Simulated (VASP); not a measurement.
A run of VASP 6.6.1:

File INCAR:

```
ALGO = Normal
EDIFF = 1E-7
ENCUT = 520
GGA = PE
ISIF = 2
ISMEAR = 0
LASPH = True
LCHARG = True
LELF = True
LREAL = False
LVHAR = True
LWAVE = False
NBANDS = 44
NELM = 80
PREC = Accurate
SIGMA = 0.1
```

File KPOINTS:

```
k-points
0
Gamma
  4 4 4
```

Contents of POSCAR:

```
CO2
1.0
   -4.5137437563      3.9321225458      2.3505936967
    4.5137437563     -3.9321225458      2.3505936967
    4.5137437563      3.9321225458     -2.3505936967
C O
4 8
Direct
    0.8500618289      0.5923687920      0.4417377008
    0.1506310912      0.4083241281      0.5582622992
    0.8500618289      0.9083241281      0.7576930369
    0.1506310912      0.0923687920      0.2423069631
    0.9267102504      0.7697968683      0.2731946246
    0.0592156538      0.0592156538      0.0000000000
    0.4966022437      0.2697968683      0.3430866179
    0.4966022437      0.6535156257      0.7268053754
    0.1217836508      0.2721979120      0.3495857389
    0.9226121731      0.7721979120      0.6504142611
    0.0592156538      0.5592156538      0.5000000000
    0.9267102504      0.1535156257      0.6569133821
```

Potentials or basis: VASP PAW PBE potentials, release 64 (C, O).

Run with:

```console
$ cat potpaw_PBE.64/C/POTCAR potpaw_PBE.64/O/POTCAR > POTCAR
$ mpirun -np 1 vasp_std > vasp.out
```

Hardware: 1 thread of AMD EPYC 7R43 64-Core Processor (Zen 3) (shared host).

Estimate the wall time of this run.

It took 4.8 min on 1 thread of AMD EPYC 7R43 64-Core Processor (Zen 3) (shared host), peak memory 0.3 GiB. Counts: scf iterations 17, k points 18.
